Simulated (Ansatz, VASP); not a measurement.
# One calculation of C, two programs

INCAR

```
ALGO = Normal
EDIFF = 1E-7
ENCUT = 520
GGA = PS
ISIF = 2
ISMEAR = -1
LASPH = True
LCHARG = False
LREAL = False
LWAVE = False
NBANDS = 26
NELM = 80
PREC = Accurate
SIGMA = 0.05
```

File KPOINTS:

```
k-points
0
Gamma
  12 12 4
```

POSCAR

```
C
1.0
    2.5715654994      0.0000000000      0.0000000000
   -1.2857827497      2.2270410500      0.0000000000
    0.0000000000      0.0000000000      8.3986527796
C
8
Direct
    0.6666666667      0.3333333333      0.8437500000
    0.3333333333      0.6666666667      0.3437500000
    0.6666666667      0.3333333333      0.6562500000
    0.3333333333      0.6666666667      0.1562500000
    0.0000000000      0.0000000000      0.9062500000
    0.0000000000      0.0000000000      0.4062500000
    0.0000000000      0.0000000000      0.5937500000
    0.0000000000      0.0000000000      0.0937500000
```

The input input.yaml:

```yaml
crystal:
  lattice:
    - [2.5715654994, 0.0, 0.0]
    - [-1.2857827497, 2.22704105, 0.0]
    - [0.0, 0.0, 8.3986527796]
  atoms:
    - { symbol: C, position: [0.6666666667, 0.3333333333, 0.84375] }
    - { symbol: C, position: [0.3333333333, 0.6666666667, 0.34375] }
    - { symbol: C, position: [0.6666666667, 0.3333333333, 0.65625] }
    - { symbol: C, position: [0.3333333333, 0.6666666667, 0.15625] }
    - { symbol: C, position: [0.0, 0.0, 0.90625] }
    - { symbol: C, position: [0.0, 0.0, 0.40625] }
    - { symbol: C, position: [0.0, 0.0, 0.59375] }
    - { symbol: C, position: [0.0, 0.0, 0.09375] }
kpoints:
  mp_grid: { grid: [12, 12, 4] }
scf:
  occupations: { method: fermi_dirac, width: 0.05 }
hamiltonian:
  xc: pbesol
  pseudopotentials: { kind: all_electron, lapw: { basis_error: 0.001 } }
output:
  forces: true
  stress: true
  eigenvalues: true
```

Change from the starting cell: volume scaled by 1.06.

Alike in both runs: task single point; functional PBEsol; k mesh 12 × 12 × 4; occupations fermi-dirac, width 0.05 eV; no spin polarisation.

|  | VASP | Ansatz |
| --- | --- | --- |
| version | VASP 6.6.1 | Ansatz 0.2.0 |
| potentials or method | VASP PAW PBE potentials, release 64 (C), cutoff 520 eV | all-electron LAPW, scalar-relativistic |

Ansatz gave:

- gap on the k mesh at the Fermi level (eV): 4.14
- least direct gap on the mesh (eV): 5.00
- pressure (GPa): -27.0
- traceless stress, the component that is largest in VASP (GPa): 7.10
- rms of the force components (eV/Å): 0.170

Q: What did VASP give for the same quantities?

A: gap on the k mesh at the Fermi level (eV): 4.13; least direct gap on the mesh (eV): 5.00; pressure (GPa): -26.2; traceless stress, the component that is largest in VASP (GPa): 7.11; rms of the force components (eV/Å): 0.171.

VASP's potentials were made for PBE, not for PBEsol. Atom by atom the forces differ by 0.000 eV/Å (rms over components). Ansatz ran all-electron here, and VASP with PAW potentials.
